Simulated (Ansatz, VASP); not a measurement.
# Two plane-wave programs on W

INCAR

```
PREC     = Accurate       # precision mode
ENCUT    = 520            # plane-wave cutoff, eV
EDIFF    = 1E-7           # SCF threshold, eV
ISMEAR   = 1              # smearing method
SIGMA    = 0.1            # smearing width, eV
LREAL    = F              # projectors in reciprocal space
LASPH    = T              # aspherical terms in the spheres
NELM     = 80             # most SCF steps
ALGO     = Fast           # electronic algorithm
ISIF     = 2              # what is computed and relaxed
LWAVE    = F              # write WAVECAR
LCHARG   = T              # write CHGCAR
GGA      = RE             # functional
LELF     = T              # ELF
LVHAR    = T            
NBANDS   = 13             # bands
```

Contents of KPOINTS:

```
regular mesh
0
Gamma
  6 6 6
```

POSCAR

```
W
1.0
   -1.5851577801      1.5851577801      1.5851577801
    1.5851577801     -1.5851577801      1.5851577801
    1.5851577801      1.5851577801     -1.5851577801
W
1
Direct
    0.0000000000      0.0000000000      0.0000000000
```

Input for Ansatz:

```yaml
crystal:
  lattice:
    - [-1.5851577801, 1.5851577801, 1.5851577801]
    - [1.5851577801, -1.5851577801, 1.5851577801]
    - [1.5851577801, 1.5851577801, -1.5851577801]
  atoms:
    - { symbol: W, position: [0.0, 0.0, 0.0] }
basis:
  ecutrho_ratio: 12
kpoints:
  mp_grid: { grid: [6, 6, 6] }
hamiltonian:
  xc: revpbe
scf:
  occupations: { method: cold }
output:
  forces: true
  stress: true
  eigenvalues: true
```

Alike in both runs: task single point; functional revPBE; k mesh 6 × 6 × 6; no spin polarisation.

```csv
,VASP,Ansatz
version,VASP 6.6.1,Ansatz 0.2.0
potentials or method,"VASP PAW PBE potentials, release 64 (W_sv)","scalar-relativistic, plane waves, PAW"
plane-wave cutoff (eV),520,420
occupations,"methfessel-paxton of order 1, width 0.1 eV",cold
valence electrons in the cell,14,14
```

|  | VASP | Ansatz | Ansatz less VASP |
| --- | --- | --- | --- |
| gap on the k mesh at the Fermi level (eV) | none | none | - |
| pressure (GPa) | 5.2 | 4.7 | -0.54 |

VASP's potentials were made for PBE, not for revPBE. A gap of «none» marks a metal or a gap that the smearing closes.

The k mesh is coarse, so the values compare programs but aren't converged. Neither program's run includes spin-orbit coupling.
